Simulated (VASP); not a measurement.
Input of a VASP 6.6.1 run:

File INCAR:

```
SYSTEM = Cs2AgBiBr6
PREC = Accurate
ENCUT = 520
EDIFF = 1E-6
ISMEAR = -1
SIGMA = 0.05
LREAL = .False.
LASPH = .True.
NELM = 100
ALGO = Normal
ISIF = 2
LWAVE = .False.
LCHARG = .False.
GGA = PE
NBANDS = 54
```

Contents of KPOINTS:

```
regular mesh
0
Gamma
  4 4 4
  0 0 0
```

Contents of POSCAR:

```
Cs2AgBiBr6
1.0
    0.0000000000      5.6161000000      5.6161000000
    5.6161000000      0.0000000000      5.6161000000
    5.6161000000      5.6161000000      0.0000000000
Bi Cs Ag Br
1 2 1 6
Direct
    0.0024360000      0.0020410000      0.0034040000
    0.7419660000      0.7517540000      0.7554910000
    0.2555660000      0.2526220000      0.2507870000
    0.5069330000      0.4938040000      0.5015310000
    0.7461380000      0.7514440000      0.2518340000
    0.2556690000      0.2527370000      0.7475500000
    0.7506190000      0.2524580000      0.2486090000
    0.7562830000      0.2528300000      0.7452180000
    0.2527950000      0.7451400000      0.7501060000
    0.2498470000      0.7514210000      0.2456430000
```

Potentials or basis: VASP PAW PBE potentials, release 64 (Bi_d, Cs_sv, Ag, Br).

Command:

```bash
$ cat potpaw_PBE.64/Bi_d/POTCAR potpaw_PBE.64/Cs_sv/POTCAR potpaw_PBE.64/Ag/POTCAR potpaw_PBE.64/Br/POTCAR > POTCAR
$ mpirun -np 1 vasp_std > vasp.out
```

(1) What does it give for the pressure?

(2) Predict the largest force.

(3) What does it give for the band gap on the k mesh?

Answers

(1) 1.9 GPa.

(2) 0.627 eV/Å.

(3) 1.24 eV (least direct gap 2.45 eV).

Caveat: the cell differs from its parent crystal (atoms moved at random); spin-orbit coupling is left out, which moves the levels of the heavy elements.
